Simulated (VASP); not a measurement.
# CdGeAs2 (I-42d) in VASP: single point with PBE

Aim: the single point of CdGeAs2 with PBE.

All numbers are computed with VASP 6.6.1; they aren't measurements. Logs are shortened: lines on timing, memory, paths and dates and some standing lists are left out, and cuts for length are marked.

### Step 1. The cell of the first run

Symmetry: I-42d, No. 122, tetragonal system. Conventional cell: a = 5.978 Å, b = 5.978 Å, c = 11.329 Å, α = 90.00°, β = 90.00°, γ = 90.00°. Within 3.5 Å of Cd (site symmetry -4) lie 4 As at 2.65 Å. Ge (site symmetry -4) has 4 As at 2.45 Å within 3.2 Å. Within 3.2 Å of As (site symmetry 2) lie 2 Ge at 2.45 Å and 2 Cd at 2.65 Å.

### Step 2. Single point, PBE

Contents of INCAR:

```
SYSTEM = CdGeAs2
PREC = Accurate
ENCUT = 500
EDIFF = 1E-6
ISMEAR = 0
SIGMA = 0.01
LREAL = .FALSE.
LASPH = .TRUE.
NELM = 120
ALGO = Normal
ISIF = 2
LWAVE = .FALSE.
LCHARG = .FALSE.
GGA = PE
NBANDS = 46
GGA_COMPAT = .FALSE.
```

Contents of KPOINTS:

```
Automatic mesh
0
G
  8 8 8
  0 0 0
```

Contents of POSCAR:

```
CdGeAs2
1.0
   -2.9888745628      2.9888745628      5.6642966801
    2.9888745628     -2.9888745628      5.6642966801
    2.9888745628      2.9888745628     -5.6642966801
Cd Ge As
2 2 4
Direct
    0.2500000000      0.7500000000      0.5000000000
    0.5000000000      0.5000000000      0.0000000000
    0.0000000000      0.0000000000      0.0000000000
    0.7500000000      0.2500000000      0.5000000000
    0.8750000000      0.3462175700      0.9712175700
    0.6537824300      0.6250000000      0.5287824300
    0.3750000000      0.9037824300      0.0287824300
    0.0962175700      0.1250000000      0.4712175700
```

Potentials or basis: VASP PAW PBE potentials, release 64 (Cd, Ge_d, As).

On the command line:

```sh
$ cat potpaw_PBE.64/Cd/POTCAR potpaw_PBE.64/Ge_d/POTCAR potpaw_PBE.64/As/POTCAR > POTCAR
$ mpirun -np 1 vasp_std > vasp.out
```

OUTCAR:

```text
SYSTEM = CdGeAs2
   PREC = Accurate
   ENCUT = 500
   EDIFF = 1E-6
   ISMEAR = 0
   LREAL = .FALSE.
   LASPH = .TRUE.
   NELM = 120
   ISIF = 2
   GGA = PE

 ion  position               nearest neighbor table
   1  0.250  0.750  0.500-   7 2.65   6 2.65   8 2.65   5 2.65
   2  0.500  0.500  0.000-   6 2.65   5 2.65   7 2.65   8 2.65
   3  0.000  0.000  0.000-   6 2.45   5 2.45   7 2.45   8 2.45
   4  0.750  0.250  0.500-   7 2.45   6 2.45   5 2.45   8 2.45
   5  0.875  0.346  0.971-   3 2.45   4 2.45   1 2.65   2 2.65
   6  0.654  0.625  0.529-   3 2.45   4 2.45   1 2.65   2 2.65
   7  0.375  0.904  0.029-   4 2.45   3 2.45   2 2.65   1 2.65
   8  0.096  0.125  0.471-   3 2.45   4 2.45   2 2.65   1 2.65

  LATTYP: Found a body centered tetragonal cell.
 ALAT       =     5.9777491256
 C/A-ratio  =     1.8951269319

  Lattice vectors:

 A1 = (  -2.9888745628,   2.9888745628,   5.6642966801)
 A2 = (   2.9888745628,  -2.9888745628,   5.6642966801)
 A3 = (   2.9888745628,   2.9888745628,  -5.6642966801)

Analysis of symmetry for initial positions (statically):
=====================================================================
 Subroutine PRICEL returns:
 Original cell was already a primitive cell.

 Routine SETGRP: Setting up the symmetry group for a
 body centered tetragonal supercell.

 Subroutine GETGRP returns: Found  8 space group operations
 (whereof  4 operations were pure point group operations)
 out of a pool of 16 trial point group operations.

The static configuration has the point symmetry S_4 .
 The point group associated with its full space group is D_2d.

Analysis of symmetry for dynamics (positions and initial velocities):
=====================================================================
 Subroutine PRICEL returns:
 Original cell was already a primitive cell.

 Routine SETGRP: Setting up the symmetry group for a
 body centered tetragonal supercell.

 Subroutine GETGRP returns: Found  8 space group operations
 (whereof  4 operations were pure point group operations)
 out of a pool of 16 trial point group operations.

The dynamic configuration has the point symmetry S_4 .
 The point group associated with its full space group is D_2d.

 Subroutine INISYM returns: Found  8 space group operations
 (whereof  4 operations are pure point group operations),
 and found     1 'primitive' translations

----------------------------------------------------------------------------------------

                                     Primitive cell

  volume of cell :     202.4051

  direct lattice vectors                    reciprocal lattice vectors
    -2.988874563  2.988874563  5.664296680     0.000000000  0.167287047  0.088272212
     2.988874563 -2.988874563  5.664296680     0.167287047  0.000000000  0.088272212
     2.988874563  2.988874563 -5.664296680     0.167287047  0.167287047  0.000000000

  length of vectors
     7.067602082  7.067602082  7.067602082     0.189147931  0.189147931  0.236579611

  position of ions in fractional coordinates (direct lattice)
     0.250000000  0.750000000  0.500000000
     0.500000000  0.500000000  0.000000000
     0.000000000  0.000000000  0.000000000
     0.750000000  0.250000000  0.500000000
     0.875000000  0.346217570  0.971217570
     0.653782430  0.625000000  0.528782430
     0.375000000  0.903782430  0.028782430
     0.096217570  0.125000000  0.471217570

  ion indices of the primitive-cell ions
   primitive index   ion index
                 1           1
                 2           2
                 3           3
                 4           4
                 5           5
                 6           6
                 7           7
                 8           8

----------------------------------------------------------------------------------------

 KPOINTS: Automatic mesh

Automatic generation of k-mesh.
 Grid dimensions read from file:
 generate k-points for:    8    8    8

 Generating k-lattice:

  Cartesian coordinates                     Fractional coordinates (reciprocal lattice)
     0.000000000  0.020910881  0.011034027     0.125000000 -0.000000000  0.000000000
     0.020910881  0.000000000  0.011034027    -0.000000000  0.125000000  0.000000000
     0.020910881  0.020910881  0.000000000     0.000000000  0.000000000  0.125000000

  Length of vectors
     0.023643491  0.023643491  0.029572451

  Shift w.r.t. Gamma in fractional coordinates (k-lattice)
     0.000000000  0.000000000  0.000000000

 Subroutine IBZKPT returns following result:
 ===========================================

 Found     59 irreducible k-points:

 Following reciprocal coordinates:
            Coordinates               Weight
  0.000000  0.000000  0.000000      1.000000
  0.125000 -0.000000  0.000000      8.000000
  0.250000 -0.000000  0.000000      8.000000
  0.375000 -0.000000  0.000000      8.000000
  0.500000 -0.000000  0.000000      4.000000
  0.125000  0.125000  0.000000      8.000000
[... 16 lines left out ...]
  0.250000  0.125000  0.125000     16.000000
  0.375000  0.125000  0.125000      8.000000
 [... further k-points ...]
   k-points           NKPTS =     59   k-points in BZ     NKDIM =     59   number of bands    NBANDS=     46
   number of dos      NEDOS =    301   number of ions     NIONS =      8
   total plane-waves  NPLWV = 157464
   dimension x,y,z NGX =    54 NGY =   54 NGZ =   54
   dimension x,y,z NGXF=   108 NGYF=  108 NGZF=  108
   ions per type =               2   2   4
   NGX,Y,Z   is equivalent  to a cutoff of  12.70, 12.70, 12.70 a.u.
   NGXF,Y,Z  is equivalent  to a cutoff of  25.40, 25.40, 25.40 a.u.
 SYSTEM =  CdGeAs2
   PREC   = accura    normal or accurate (medium, high low for compatibility)
   ISTART =      0    job   : 0-new  1-cont  2-samecut
   ICHARG =      2    charge: 1-file 2-atom 10-const
   ISPIN  =      1    spin polarized calculation?
   LNONCOLLINEAR =      F non collinear calculations
   LSORBIT =      F    spin-orbit coupling
   LASPH  =      T    aspherical Exc in radial PAW
   ENCUT  =  500.0 eV  36.75 Ry    6.06 a.u.  12.89 12.89 12.89*2*pi/ulx,y,z
   NELM   =    120;   NELMIN=  2; NELMDL= -5     # of ELM steps
   EDIFF  = 0.1E-05   stopping-criterion for ELM
   LREAL  =      F    real-space projection
   EDIFFG = 0.1E-04   stopping-criterion for IOM
   NSW    =      0    number of steps for IOM
   IBRION =     -1    ionic relax: 0-MD 1-quasi-New 2-CG
   NFREE  =      0    steps in history (QN), initial steepest desc. (CG)
   ISIF   =      2    stress and relaxation
   ISYM   =      2    0-nonsym 1-usesym 2-fastsym
   POTIM  = 0.5000    time-step for ionic-motion
   TEBEG  =    0.0;   TEEND  =   0.0 temperature during run
   PSTRESS=    0.0 pullay stress
   NELECT =      72.0000    total number of electrons
   NUPDOWN=      -1.0000    fix difference up-down
   EMIN   =  10.00;   EMAX   =-10.00  energy-range for DOS
   EFERMI =   0.00;   METHOD = LEGACY
   ISMEAR =     0;   SIGMA  =   0.01  broadening in eV -4-tet -1-fermi 0-gaus
   EFERMI_NEDOS =   21; number of points for ismear=-14 and -15
   IALGO  =     38    algorithm
   IMIX   =      4    mixing-type and parameters
     AMIX     =   0.40;   BMIX     =  1.00
     AMIX_MAG =   1.60;   BMIX_MAG =  1.00
  volume/ion in A,a.u.               =      25.30       170.74
  Fermi-wavevector in a.u.,A,eV,Ry     =   1.159966  2.192018 18.306922  1.345521
  Thomas-Fermi vector in A             =   2.296553
   LORBIT       =      0    0 simple, 1 ext, 2 COOP (PROOUT), +10 PAW based schemes
   GGA     = PE    functional components
   LHFCALC =     F    Hartree Fock is set to
   AEXX    =    0.0000 exact exchange contribution
   IVDW    =     0    specifies the selected vdW correction
   LEPSILON=     F    determine dielectric tensor
   LRPA    =     F    only Hartree local field effects (RPA)
 non-spin polarized calculation
 Gauss-broadening in eV      SIGMA  =   0.01
  energy-cutoff  :      500.00
  volume of cell :      202.41
 maximum number of plane-waves:      5184
 NGX is ok and might be reduce to    54
   NGX = 25   NGY = 25   NGZ = 25

 number of electron      72.0000010 magnetization

 Free energy of the ion-electron system (eV)
  ---------------------------------------------------
  ext. energy  EPLUGINS =         0.00000000
  ---------------------------------------------------
  free energy    TOTEN  =       -29.90237916 eV

  energy without entropy =      -29.90237916  energy(sigma->0) =      -29.90237916

 E-fermi :   2.9583     XC(G=0):  -9.3134

 val. band max:        2.9082674534   @ k =   0.1250  -0.0000   0.0000
 cond. band min:       3.0354502046   @ k =   0.0000   0.0000   0.0000
 fundamental gap:      0.1271827511
 Fermi energy:         2.9582952647

 k-point     1 :       0.0000    0.0000    0.0000
  band No.  band energies     occupation
      1     -21.9232      2.00000
      2     -21.9231      2.00000
      3     -21.9231      2.00000
      4     -21.9193      2.00000
      5     -21.9163      2.00000
      6     -21.9163      2.00000
[... 38 lines left out ...]
     45       7.8323      0.00000
     46       7.8323      0.00000

 k-point     2 :       0.1250   -0.0000    0.0000
  band No.  band energies     occupation
      1     -21.9233      2.00000
      2     -21.9230      2.00000
      3     -21.9230      2.00000
      4     -21.9193      2.00000
      5     -21.9165      2.00000
      6     -21.9162      2.00000
[... 38 lines left out ...]
     45       7.7463      0.00000
     46       7.9095      0.00000

 k-point     3 :       0.2500   -0.0000    0.0000
  band No.  band energies     occupation
      1     -21.9235      2.00000
      2     -21.9230      2.00000
      3     -21.9225      2.00000
      4     -21.9193      2.00000
      5     -21.9171      2.00000
      6     -21.9161      2.00000
[... 1018 lines left out ...]
     45       7.9861      0.00000
     46       8.3273      0.00000

 k-point    24 :       0.3750    0.1250    0.1250
  band No.  band energies     occupation
      1     -21.9233      2.00000
      2     -21.9230      2.00000
      3     -21.9213      2.00000
      4     -21.9189      2.00000
      5     -21.9185      2.00000
      6     -21.9168      2.00000
[... 38 lines left out ...]
     45       7.9496      0.00000
     46       8.4675      0.00000

 [... further k-points ...]

------------------------ aborting loop because EDIFF is reached ----------------------------------------

  FORCE on cell =-STRESS in cart. coord.  units (eV):
  Direction    XX          YY          ZZ          XY          YZ          ZX
  --------------------------------------------------------------------------------------
  -------------------------------------------------------------------------------------
  Total        3.0436000      3.0436000      2.9000506      0.0000000      0.0000000      0.0000000
  in kB       24.0922183     24.0922183     22.9559253      0.0000000      0.0000000      0.0000000
  external PRESSURE =      23.7134540 kB  Pullay stress =       0.0000000 kB

 VOLUME and BASIS-vectors are now :
 -----------------------------------------------------------------------------
  energy-cutoff  :      500.00
  volume of cell :      202.41
      direct lattice vectors                 reciprocal lattice vectors
    -2.988874563  2.988874563  5.664296680     0.000000000  0.167287047  0.088272212
     2.988874563 -2.988874563  5.664296680     0.167287047  0.000000000  0.088272212
     2.988874563  2.988874563 -5.664296680     0.167287047  0.167287047  0.000000000

 POSITION                                       TOTAL-FORCE (eV/Angst)
 -----------------------------------------------------------------------------------
      2.98887     -0.00000      2.83215         0.000000      0.000000     -0.000000
      0.00000      0.00000      5.66430         0.000000      0.000000     -0.000000
      0.00000      0.00000      0.00000         0.000000      0.000000      0.000000
     -0.00000      2.98887      2.83215         0.000000      0.000000     -0.000000
      1.32238      4.48331      1.41607         0.133391      0.000000     -0.000000
      1.49444      1.66649      4.24822         0.000000     -0.133391     -0.000000
      1.66649     -1.49444      7.08037        -0.133391      0.000000     -0.000000
      1.49444      1.32238     -1.41607         0.000000      0.133391     -0.000000
 -----------------------------------------------------------------------------------
    total drift:                                0.000002      0.000002      0.000002

  FREE ENERGIE OF THE ION-ELECTRON SYSTEM (eV)
  ---------------------------------------------------
  free  energy   TOTEN  =       -29.9023791631 eV

  energy  without entropy=      -29.9023791631  energy(sigma->0) =      -29.90237916
```

Run time: 22 min. Hardware: 1 thread of Intel Xeon 8259CL, shared host; peak memory 0.7 GiB.

Results:

```
Free energy            : -29.9024 eV
Pressure               : 2.4 GPa
Largest force          : 0.133 eV/Å
Band gap on the k mesh : 0.13 eV (least direct gap 0.21 eV)
```

Forces on the atoms (eV/Å):
```
Cd   0.000  0.000  0.000
Cd   0.000  0.000  0.000
Ge   0.000  0.000  0.000
Ge   0.000  0.000  0.000
As   0.133  0.000  0.000
As   0.000 -0.133  0.000
As  -0.133  0.000  0.000
As   0.000  0.133  0.000
```

Levels at points of the mesh, in eV from the valence-band top:
```
           k point  band 32  band 33  band 34  band 35  band 36  band 37  band 38  band 39  band 40  band 41
(0.00, 0.00, 0.00)    -2.06    -2.06    -0.16    -0.09    -0.09     0.13     1.40     1.79     2.94     2.94
(0.50, 0.00, 0.00)    -2.56    -2.04    -1.47    -1.19    -0.61     1.83     2.08     2.72     3.48     3.88
(0.50, 0.50, 0.00)    -1.74    -1.02    -1.02    -0.52    -0.52     0.73     0.73     2.51     2.51     3.86
(0.50, 0.50, 0.50)    -2.22    -1.79    -1.79    -0.93    -0.93     1.46     1.46     1.70     1.70     2.74
```
